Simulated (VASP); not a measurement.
Set up this calculation in VASP 6.6.1, as the native input.

- Task: single point
- Functional: r2SCAN
- Potentials or basis: VASP PAW PBE potentials, release 64 (C)
- Cutoff: 520 eV
- k mesh: 6 × 6 × 6
- Occupations: gaussian, width 0.05 eV
- Spin: no spin polarisation
- Dipole correction: no
- Further INCAR settings: ALGO = Normal; EDIFF = 1e-06; NBANDS = 26

Crystal: C.

```
C
1.0
     3.56028    0.00000    0.00000
     0.00000   -3.56028    0.00000
     0.00000    0.00000   -3.56028
C
8
Cartesian
  1.8956 0.1155 0.1155
  0.0000 -1.7801 0.0000
  0.0000 0.0000 -1.7801
  1.7801 -1.7801 -1.7801
  2.6702 -2.6702 -2.6702
  0.8901 -0.8901 -2.6702
  0.8901 -2.6702 -0.8901
  2.6702 -0.8901 -0.8901
```

This cell differs from its parent crystal: atom 1 (C) moved +0.200 Å towards its neighbour atom 5 (C) at 1.542 Å.

These files were run (other wordings do the same):

POSCAR

```
C
1.0
    3.5602834153      0.0000000000      0.0000000000
    0.0000000000     -3.5602834153      0.0000000000
    0.0000000000      0.0000000000     -3.5602834153
C
8
Direct
    0.5324328264     -0.0324328264     -0.0324328264
    0.0000000000      0.5000000000      0.0000000000
    0.0000000000      0.0000000000      0.5000000000
    0.5000000000      0.5000000000      0.5000000000
    0.7500000000      0.7500000000      0.7500000000
    0.2500000000      0.2500000000      0.7500000000
    0.2500000000      0.7500000000      0.2500000000
    0.7500000000      0.2500000000      0.2500000000
```

INCAR.step1

```
SYSTEM = C
PREC = Accurate
ENCUT = 520
ISMEAR = 0
SIGMA = 0.05
LREAL = .False.
LASPH = .True.
NELM = 80
NBANDS = 26
GGA = PE
ALGO = Normal
EDIFF = 1E-4
LWAVE = .True.
LCHARG = .False.
```

INCAR.step2

```
SYSTEM = C
PREC = Accurate
ENCUT = 520
EDIFF = 1E-6
ISMEAR = 0
SIGMA = 0.05
LREAL = .False.
LASPH = .True.
NELM = 80
ALGO = Normal
ISIF = 2
LWAVE = .False.
LCHARG = .False.
METAGGA = R2SCAN
LMIXTAU = .True.
NBANDS = 26
ISTART = 1
```

KPOINTS

```
Automatic mesh
0
Gamma
  6 6 6
  0 0 0
```

Potentials or basis: VASP PAW PBE potentials, release 64 (C).

Command:

```console
$ cat potpaw_PBE.64/C/POTCAR > POTCAR
$ cp INCAR.step1 INCAR
$ mpirun -np 1 vasp_std > vasp.out
$ cp INCAR.step2 INCAR
$ mpirun -np 1 vasp_std > vasp.out
```

Results of the run:

- Pressure: 6.6 GPa
- Largest force: 12.157 eV/Å
- Band gap on the k mesh: 3.53 eV, indirect (least direct gap 3.54 eV)

Caveat: the cell differs from its parent crystal (atom 1 (C) moved +0.200 Å towards its neighbour atom 5 (C) at 1.542 Å); the PAW data sets were made with another functional, which shifts forces and pressure a little.

Run time: 110 s on 1 thread of Intel(R) Xeon(R) Platinum 8259CL CPU @ 2.50GHz (Skylake/Cascade Lake), with other jobs on the host, peak memory 0.16 GiB.
